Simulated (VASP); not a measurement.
# Cd (P6_3/mmc) in VASP: notebook, part 3 of 3

VASP 6.6.1. The steps go on from the part before.

## (5) Single point, LDA

INCAR

```
SYSTEM = Cd
PREC = Accurate
ENCUT = 520
EDIFF = 1E-6
ISMEAR = -1
SIGMA = 0.1
LREAL = .FALSE.
LASPH = .TRUE.
NELM = 100
ALGO = Normal
ISIF = 2
LWAVE = .FALSE.
LCHARG = .TRUE.
GGA = CA
LELF = .TRUE.
LVHAR = .TRUE.
NBANDS = 19
```

KPOINTS

```
Automatic mesh
0
G
  13 13 6
  0 0 0
```

POSCAR

```
Cd
1.0
    2.8818641727      0.0000000000      0.0000000000
   -1.4409320863      2.4957675838      0.0000000000
    0.0000000000      0.0000000000      5.6383707528
Cd
2
Direct
    0.3333333333      0.6666666667      0.2500000000
    0.6666666667      0.3333333333      0.7500000000
```

Potentials or basis: VASP PAW LDA potentials, release 64 (Cd).

On the command line:

```bash
cat potpaw_LDA.64/Cd/POTCAR > POTCAR
mpirun -np 1 vasp_std > vasp.out
```

OUTCAR:

```text
SYSTEM = Cd
   PREC = Accurate
   ENCUT = 520
   EDIFF = 1E-6
   ISMEAR = -1
   LREAL = .FALSE.
   LASPH = .TRUE.
   NELM = 100
   ISIF = 2
   GGA = CA

 ion  position               nearest neighbor table
   1  0.333  0.667  0.250-   2 3.27   2 3.27   2 3.27   2 3.27   2 3.27   2 3.27
   2  0.667  0.333  0.750-   1 3.27   1 3.27   1 3.27   1 3.27   1 3.27   1 3.27

  LATTYP: Found a hexagonal cell.
 ALAT       =     2.8818641727
 C/A-ratio  =     1.9565012141

  Lattice vectors:
[... 191 lines left out ...]
      2      -6.7918      2.00000
      3      -6.2162      2.00000
      4      -6.2162      2.00000
      5      -6.1667      2.00000
      6      -6.1667      2.00000
[... 505 lines left out ...]
      6      -5.9255      2.00000
[... 11 lines left out ...]
     18      18.0275      0.00000
     19      19.3936      0.00000

 [... further k-points ...]
[... 5 lines left out ...]
  --------------------------------------------------------------------------------------
  -------------------------------------------------------------------------------------
  Total        0.4871460      0.4871460     -0.3817027      0.0000000     -0.0000000      0.0000000
  in kB       19.2459116     19.2459116    -15.0801105      0.0000000     -0.0000000      0.0000000
  external PRESSURE =       7.8039042 kB  Pullay stress =       0.0000000 kB

 VOLUME and BASIS-vectors are now :
 -----------------------------------------------------------------------------
  energy-cutoff  :      520.00
  volume of cell :       40.55
      direct lattice vectors                 reciprocal lattice vectors
     2.881864173  0.000000000  0.000000000     0.346997617  0.200339167  0.000000000
    -1.440932086  2.495767584  0.000000000     0.000000000  0.400678335  0.000000000
     0.000000000  0.000000000  5.638370753     0.000000000  0.000000000  0.177356198

 POSITION                                       TOTAL-FORCE (eV/Angst)
 -----------------------------------------------------------------------------------
     -0.00000      1.66385      1.40959         0.000000      0.000000      0.000000
      1.44093      0.83192      4.22878        -0.000000     -0.000000      0.000000
 -----------------------------------------------------------------------------------
    total drift:                               -0.000000      0.000000      0.000000

  FREE ENERGIE OF THE ION-ELECTRON SYSTEM (eV)
  ---------------------------------------------------
  free  energy   TOTEN  =        -3.0449664949 eV

  energy  without entropy=       -3.0307270030  energy(sigma->0) =       -3.03784675
```

OSZICAR:

```text
N       E                     dE             d eps       ncg     rms          rms(c)
DAV:   1     0.182232470036E+03    0.18223E+03   -0.13286E+04  3200   0.129E+03
DAV:   2     0.920955679368E+00   -0.18131E+03   -0.17435E+03  3273   0.341E+02
DAV:   3    -0.321221540546E+01   -0.41332E+01   -0.41243E+01  3682   0.594E+01
DAV:   4    -0.322043466009E+01   -0.82193E-02   -0.82186E-02  3516   0.247E+00
DAV:   5    -0.322046030372E+01   -0.25644E-04   -0.25644E-04  3562   0.137E-01    0.552E+00
DAV:   6    -0.306518676323E+01    0.15527E+00   -0.32003E-01  3525   0.717E+00    0.420E+00
DAV:   7    -0.304738725486E+01    0.17800E-01   -0.32508E-02  3571   0.166E+00    0.181E+00
DAV:   8    -0.304495060259E+01    0.24367E-02   -0.43850E-03  3356   0.853E-01    0.956E-02
DAV:   9    -0.304495957259E+01   -0.89700E-05   -0.21227E-05  3581   0.506E-02    0.385E-02
DAV:  10    -0.304496651816E+01   -0.69456E-05   -0.61562E-06  3465   0.272E-02    0.319E-03
DAV:  11    -0.304496649494E+01    0.23224E-07   -0.10000E-07  1758   0.315E-03
   1 F= -.30449665E+01 E0= -.30378467E+01  d E =-.142395E-01
```

It took 33 s on 1 thread of Intel Xeon Platinum 8259CL at 2.50GHz (Skylake/Cascade Lake), shared host; peak memory 0.18 GiB.

Results:

| Item | Value |
| --- | --- |
| Free energy | -3.0450 eV |
| Pressure | 0.8 GPa |
| Band gap on the k mesh | zero (band 12 reaches 4.47 eV, above the bottom of band 13 at -0.22 eV) |

## (6) Single point, LDA

INCAR

```
SYSTEM = Cd
PREC     = Accurate       ! precision mode
ENCUT    = 520            ! plane-wave cutoff, eV
EDIFF    = 1E-6           ! SCF threshold, eV
ISMEAR   = -1             ! smearing method
SIGMA    = 0.01           ! smearing width, eV
LREAL    = .False.        ! projectors in reciprocal space
LASPH    = .True.         ! aspherical terms in the spheres
NELM     = 80             ! most SCF steps
ALGO     = Normal         ! electronic algorithm
ISIF     = 2              ! what is computed and relaxed
LWAVE    = .False.        ! write WAVECAR
LCHARG   = .False.        ! write CHGCAR
NBANDS   = 19             ! bands
```

KPOINTS

```
Automatic mesh
0
Gamma
  13 13 6
  0 0 0
```

POSCAR is that of step 5.

Potentials or basis: VASP PAW LDA potentials, release 64 (Cd).

On the command line:

```bash
cat potpaw_LDA.64/Cd/POTCAR > POTCAR
mpirun -np 1 vasp_std > vasp.out
```

OUTCAR:

```text
SYSTEM = Cd
   PREC = Accurate
   ENCUT = 520
   EDIFF = 1E-6
   ISMEAR = -1
   LREAL = .False.
   LASPH = .True.
   NELM = 80
   ISIF = 2

 ion  position               nearest neighbor table
   1  0.333  0.667  0.250-   2 3.27   2 3.27   2 3.27   2 3.27   2 3.27   2 3.27
   2  0.667  0.333  0.750-   1 3.27   1 3.27   1 3.27   1 3.27   1 3.27   1 3.27

  LATTYP: Found a hexagonal cell.
 ALAT       =     2.8818641727
 C/A-ratio  =     1.9565012141

  Lattice vectors:

 A1 = (   2.8818641727,   0.0000000000,   0.0000000000)
 A2 = (  -1.4409320863,   2.4957675838,   0.0000000000)
[... 192 lines left out ...]
      6      -6.1689      2.00000
[... 505 lines left out ...]
      6      -5.9276      2.00000
[... 11 lines left out ...]
     18      18.0271      0.00000
     19      19.3933      0.00000

 [... further k-points ...]
[... 5 lines left out ...]
  --------------------------------------------------------------------------------------
  -------------------------------------------------------------------------------------
  Total        0.5062470      0.5062470     -0.4323798      0.0000000     -0.0000000      0.0000000
  in kB       20.0005429     20.0005429    -17.0822335      0.0000000     -0.0000000      0.0000000
  external PRESSURE =       7.6396174 kB  Pullay stress =       0.0000000 kB

 VOLUME and BASIS-vectors are now :
 -----------------------------------------------------------------------------
  energy-cutoff  :      520.00
  volume of cell :       40.55
      direct lattice vectors                 reciprocal lattice vectors
     2.881864173  0.000000000  0.000000000     0.346997617  0.200339167  0.000000000
    -1.440932086  2.495767584  0.000000000     0.000000000  0.400678335  0.000000000
     0.000000000  0.000000000  5.638370753     0.000000000  0.000000000  0.177356198

 POSITION                                       TOTAL-FORCE (eV/Angst)
 -----------------------------------------------------------------------------------
     -0.00000      1.66385      1.40959         0.000000     -0.000000      0.000000
      1.44093      0.83192      4.22878        -0.000000      0.000000      0.000000
 -----------------------------------------------------------------------------------
    total drift:                               -0.000000      0.000000      0.000000

  FREE ENERGIE OF THE ION-ELECTRON SYSTEM (eV)
  ---------------------------------------------------
  free  energy   TOTEN  =        -3.0389197674 eV

  energy  without entropy=       -3.0388350241  energy(sigma->0) =       -3.03887740
```

It took 37 s on 1 thread of Intel Xeon Platinum 8259CL at 2.50GHz (Skylake/Cascade Lake), shared host; peak memory 0.18 GiB.

What came out:

```yaml
Free_energy: -3.0389 eV
Pressure: 0.8 GPa
Band_gap_on_the_k_mesh: zero (band 12 reaches 4.47 eV, above the bottom of band 13 at -0.22 eV)
```

Stress tensor (GPa, compression positive):
```
 2.00  0.00  0.00
 0.00  2.00  0.00
 0.00  0.00 -1.71
```

Levels at points of the mesh, in eV from the Fermi level:
```csv
k point,band 8,band 9,band 10,band 11,band 12,band 13,band 14,band 15,band 16,band 17
"(0.00, 0.00, 0.00)",-8.61,-8.61,-8.37,-8.37,-3.35,-3.31,10.02,14.79,15.27,16.24
"(0.00, 0.00, 0.50)",-8.48,-8.48,-8.48,-7.67,-7.67,3.39,3.39,15.58,15.58,17.14
```

## (7) Summary

| k mesh | smearing | gap on the mesh (eV) | pressure (GPa) |
| --- | --- | --- | --- |
| 10 × 10 × 5 | fermi-dirac 0.1 eV | none | 0.8 |
| 13 × 13 × 6 | fermi-dirac 0.1 eV | none | 0.8 |
| 13 × 13 × 6 | fermi-dirac 0.01 eV | none | 0.8 |

Alike in all rows: task single point; level LDA; potentials or basis VASP PAW LDA potentials, release 64 (Cd); no spin polarisation; cell as given; cutoff (eV) 520.

Every run on the cell as given and a fine mesh finds a metal.

Absolute energies hang on the potentials; compare differences alone.
